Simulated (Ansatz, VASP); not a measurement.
## SiC5N8: VASP beside Ansatz

```xyz
14
Lattice="6.7247 0.0000 0.0529 0.0000 2.4927 0.0000 -3.3167 0.0000 5.6537" Properties=species:S:1:pos:R:3 pbc="T T T"
C     1.2028    1.2464    4.5727
C     3.1622    0.0000    3.4366
C     0.2620    1.2464    2.3429
C    -1.3827    1.2464    4.3768
C     2.0871    0.0000    1.0730
Si    4.8245    0.0000    1.3319
N    -0.0046    1.2464    3.7533
N     3.2794    0.0000    1.9720
N     2.5131    1.2464    3.9080
N     1.1742    0.0000    5.3460
N    -2.0988    0.0000    3.9157
N     5.7973    1.2464    1.6760
N     1.0055    0.0000    2.0164
N     2.0336    1.2464    0.2248
```

Alike in both runs: task single point; functional r2SCAN; k mesh 4 × 10 × 4; no spin polarisation.

|  | VASP | Ansatz |
| --- | --- | --- |
| version | VASP 6.6.1 | Ansatz 0.2.0 |
| potentials or method | VASP PAW PBE potentials, release 64 (C, Si, N) | plane waves, PAW |
| plane-wave cutoff (eV) | 520 | 500 |
| occupations | gaussian, width 0.01 eV | fixed |
| valence electrons in the cell | 64 | 64 |

Ansatz gave:

| Quantity | Value |
| --- | --- |
| gap on the k mesh at the Fermi level (eV) | 3.32 |
| pressure (GPa) | 0.0 |
| rms of the force components (eV/Å) | 0.001 |

Task: Which values does VASP return?

Result: gap on the k mesh at the Fermi level (eV): 3.32; pressure (GPa): 0.9; rms of the force components (eV/Å): 0.028.

VASP's potentials were made for PBE, not for r2SCAN.
